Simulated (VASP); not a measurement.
# Nb (Fm-3m) in VASP: a series of runs, part 2 of 2

VASP 6.6.1.

## Step 6: Single point, revPBE (volume scaled by 1.12)

Input file INCAR:

```
SYSTEM = Nb
  PREC = Accurate
  ENCUT = 520
  EDIFF = 1E-6
  ISMEAR = -1
  SIGMA = 0.1
  LREAL = .False.
  LASPH = .True.
  NELM = 100
  ALGO = Normal
  ISIF = 2
  LWAVE = .False.
  LCHARG = .False.
  GGA = RE
  NBANDS = 12
```

Input file KPOINTS:

```
Automatic mesh
0
Gamma
  14 14 14
  0 0 0
```

Input file POSCAR:

```
Nb
1.0
    0.0000000000      2.2007442374      2.2007442374
    2.2007442374      0.0000000000      2.2007442374
    2.2007442374      2.2007442374      0.0000000000
Nb
1
Direct
    0.0000000000      0.0000000000      0.0000000000
```

Potentials or basis: VASP PAW PBE potentials, release 64 (Nb_sv).

On the command line:

```
> cat potpaw_PBE.64/Nb_sv/POTCAR > POTCAR
> mpirun -np 1 vasp_std > vasp.out
```

OUTCAR:

```text
SYSTEM = Nb
   PREC = Accurate
   ENCUT = 520
   EDIFF = 1E-6
   ISMEAR = -1
   LREAL = .False.
   LASPH = .True.
   NELM = 100
   ISIF = 2
   GGA = RE

 ion  position               nearest neighbor table
   1  0.000  0.000  0.000-

  LATTYP: Found a face centered cubic cell.
 ALAT       =     4.4014884748

  Lattice vectors:

 A1 = (   0.0000000000,   2.2007442374,   2.2007442374)
 A2 = (   2.2007442374,   0.0000000000,   2.2007442374)
 A3 = (   2.2007442374,   2.2007442374,   0.0000000000)

Analysis of symmetry for initial positions (statically):
=====================================================================
 Subroutine PRICEL returns:
 Original cell was already a primitive cell.

 Routine SETGRP: Setting up the symmetry group for a
 face centered cubic supercell.

 Subroutine GETGRP returns: Found 48 space group operations
 (whereof 48 operations were pure point group operations)
 out of a pool of 48 trial point group operations.

The static configuration has the point symmetry O_h .

Analysis of symmetry for dynamics (positions and initial velocities):
=====================================================================
 Subroutine PRICEL returns:
 Original cell was already a primitive cell.

 Routine SETGRP: Setting up the symmetry group for a
 face centered cubic supercell.

 Subroutine GETGRP returns: Found 48 space group operations
 (whereof 48 operations were pure point group operations)
 out of a pool of 48 trial point group operations.

The dynamic configuration has the point symmetry O_h .

 Subroutine INISYM returns: Found 48 space group operations
 (whereof 48 operations are pure point group operations),
 and found     1 'primitive' translations

----------------------------------------------------------------------------------------

                                     Primitive cell

[... 112 lines left out ...]
   LORBIT       =      0    0 simple, 1 ext, 2 COOP (PROOUT), +10 PAW based schemes
   GGA     = RE    functional components
   LHFCALC =     F    Hartree Fock is set to
   AEXX    =    0.0000 exact exchange contribution
   IVDW    =     0    specifies the selected vdW correction
   LEPSILON=     F    determine dielectric tensor
   LRPA    =     F    only Hartree local field effects (RPA)
 non-spin polarized calculation
  energy-cutoff  :      520.00
  volume of cell :       21.32
 maximum number of plane-waves:       588
   NGX = 11   NGY = 11   NGZ = 11

 number of electron      13.0000002 magnetization

 Free energy of the ion-electron system (eV)
  ---------------------------------------------------
  ext. energy  EPLUGINS =         0.00000000
  ---------------------------------------------------
  free energy    TOTEN  =        -9.40127289 eV

  energy without entropy =       -9.34528256  energy(sigma->0) =       -9.37327772

 E-fermi :   9.3586     XC(G=0): -11.6056

 val. band max:        9.3419414751   @ k =  -0.3571   0.4286   0.1429
 cond. band min:       9.3695431413   @ k =   0.3571   0.2143   0.0000
 fundamental gap:      0.0276016663
 Fermi energy:         9.3585658214

 k-point     1 :       0.0000    0.0000    0.0000
  band No.  band energies     occupation
      1     -45.6474      2.00000
      2     -21.2254      2.00000
      3     -21.2254      2.00000
      4     -21.2254      2.00000
      5       3.4745      2.00000
      6       9.5080      0.36640
      7       9.5080      0.36639
      8       9.5080      0.36639
      9      11.6770      0.00000
     10      11.6770      0.00000
     11      20.9702      0.00000
     12      25.2295      0.00000
[... 331 lines left out ...]
 k-point    24 :       0.2857    0.1429    0.0000
  band No.  band energies     occupation
      1     -45.5810      2.00000
      2     -21.6176      2.00000
      3     -21.3315      2.00000
      4     -21.3235      2.00000
      5       5.4818      2.00000
      6       8.2438      1.99997
      7       9.6899      0.07024
      8      10.3333      0.00012
      9      11.3238      0.00000
     10      12.3821      0.00000
     11      22.1043      0.00000
     12      23.9753      0.00000

 [... further k-points ...]

------------------------ aborting loop because EDIFF is reached ----------------------------------------

  FORCE on cell =-STRESS in cart. coord.  units (eV):
  Direction    XX          YY          ZZ          XY          YZ          ZX
  --------------------------------------------------------------------------------------
  -------------------------------------------------------------------------------------
  Total       -1.9729300     -1.9729300     -1.9729300      0.0000000     -0.0000000     -0.0000000
  in kB     -148.2803278   -148.2803278   -148.2803278      0.0000000     -0.0000000     -0.0000000
  external PRESSURE =    -148.2803278 kB  Pullay stress =       0.0000000 kB

 VOLUME and BASIS-vectors are now :
 -----------------------------------------------------------------------------
  energy-cutoff  :      520.00
  volume of cell :       21.32
      direct lattice vectors                 reciprocal lattice vectors
     0.000000000  2.200744237  2.200744237    -0.227195869  0.227195869  0.227195869
     2.200744237  0.000000000  2.200744237     0.227195869 -0.227195869  0.227195869
     2.200744237  2.200744237  0.000000000     0.227195869  0.227195869 -0.227195869

 POSITION                                       TOTAL-FORCE (eV/Angst)
 -----------------------------------------------------------------------------------
      0.00000      0.00000      0.00000         0.000000     -0.000000      0.000000
 -----------------------------------------------------------------------------------
    total drift:                                0.000000      0.000000      0.000000

  FREE ENERGIE OF THE ION-ELECTRON SYSTEM (eV)
  ---------------------------------------------------
  free  energy   TOTEN  =        -9.4012728870 eV

  energy  without entropy=       -9.3452825620  energy(sigma->0) =       -9.37327772
```

OSZICAR:

```text
N       E                     dE             d eps       ncg     rms          rms(c)
DAV:   1     0.113087902502E+03    0.11309E+03   -0.72077E+03  2520   0.105E+03
DAV:   2    -0.497894536718E+01   -0.11807E+03   -0.11407E+03  2772   0.373E+02
DAV:   3    -0.963357212741E+01   -0.46546E+01   -0.44117E+01  3576   0.641E+01
DAV:   4    -0.995499233565E+01   -0.32142E+00   -0.31961E+00  3556   0.157E+01
DAV:   5    -0.996615330051E+01   -0.11161E-01   -0.11155E-01  3664   0.246E+00    0.567E+00
DAV:   6    -0.945490062125E+01    0.51125E+00   -0.82814E-01  3952   0.109E+01    0.196E+00
DAV:   7    -0.939733493600E+01    0.57566E-01   -0.21876E-01  4112   0.551E+00    0.102E+00
DAV:   8    -0.940126147388E+01   -0.39265E-02   -0.12764E-02  3012   0.147E+00    0.709E-02
DAV:   9    -0.940125884810E+01    0.26258E-05   -0.10640E-03  4292   0.403E-01    0.312E-02
DAV:  10    -0.940127609707E+01   -0.17249E-04   -0.17390E-05  2984   0.554E-02    0.102E-02
DAV:  11    -0.940127292803E+01    0.31690E-05   -0.59736E-06  3284   0.382E-02    0.156E-03
DAV:  12    -0.940127288700E+01    0.41028E-07   -0.27916E-07  1864   0.642E-03
   1 F= -.94012729E+01 E0= -.93732777E+01  d E =-.559903E-01
```

Run time: 21 s. Hardware: 1 thread of Intel Xeon Platinum 8488C (Sapphire Rapids), shared host; peak memory 0.15 GiB.

Results:

| Property | Result |
| --- | --- |
| Free energy | -9.4013 eV |
| Pressure | -14.8 GPa |

Levels at points of the mesh, in eV from the Fermi level:
```tsv
k point	band 3	band 4	band 5	band 6	band 7	band 8	band 9	band 10
(0.00, 0.00, 0.00)	-30.58	-30.58	-5.88	0.15	0.15	0.15	2.32	2.32
(0.50, 0.00, 0.00)	-30.69	-30.69	-3.38	0.02	0.02	0.97	3.93	3.93
(0.50, 0.50, 0.00)	-30.86	-30.86	-3.41	-2.76	2.92	3.91	4.38	4.38
```

Caveat: the PAW data sets were made with another functional, which shifts forces and pressure a little.

## Step 7: Summary

```csv
cell,gap on the mesh (eV),pressure (GPa)
"a = 2.956 Å, angles 60.0°, 1 atom",none,6.3
"a = 2.997 Å, angles 60.0°, 1 atom",none,-0.5
"a = 3.036 Å, angles 60.0°, 1 atom",none,-6.2
"a = 3.075 Å, angles 60.0°, 1 atom",none,-10.9
"a = 3.112 Å, angles 60.0°, 1 atom",none,-14.8
```

Alike in all rows: task single point; level revPBE; potentials or basis VASP PAW PBE potentials, release 64 (Nb_sv); no spin polarisation; k mesh 14 × 14 × 14; cutoff (eV) 520; smearing fermi-dirac 0.1 eV.

Caveats: the PAW data sets were made with another functional, which shifts forces and pressure a little.

Total energies depend on the potentials used, so only differences within one code and one set of settings carry meaning.
